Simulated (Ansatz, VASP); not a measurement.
AlRu: VASP beside Ansatz

```xyz
2
Lattice="3.0411 0.0000 0.0000 0.0000 3.0411 0.0000 0.0000 0.0000 3.0411" Properties=species:S:1:pos:R:3 pbc="T T T"
Al    0.0000    0.0000    0.0000
Ru    1.5206    1.5206    1.5206
```

Alike in both runs: task single point; functional r2SCAN; k mesh 14 × 14 × 14; occupations gaussian, width 0.1 eV; no spin polarisation.

```csv
,VASP,Ansatz
version,VASP 6.6.1,Ansatz 0.2.0
potentials or method,"VASP PAW PBE potentials, release 64 (Al, Ru_pv), cutoff 520 eV","scalar-relativistic, plane waves, PAW"
valence electrons in the cell,17,19
```

```tsv
	VASP	Ansatz	Ansatz less VASP
gap on the k mesh at the Fermi level (eV)	none	none	-
pressure (GPa)	-11.3	-11.3	-0.05
```

VASP's potentials were made for PBE, not for r2SCAN. A gap of «none» marks a metal or a gap that the smearing closes. The functional is the same, so the differences come from potentials, cutoffs and numerics. VASP's potentials hold 17 valence electrons a cell and Ansatz's 19, so a difference there can come from the potentials and not from the codes.
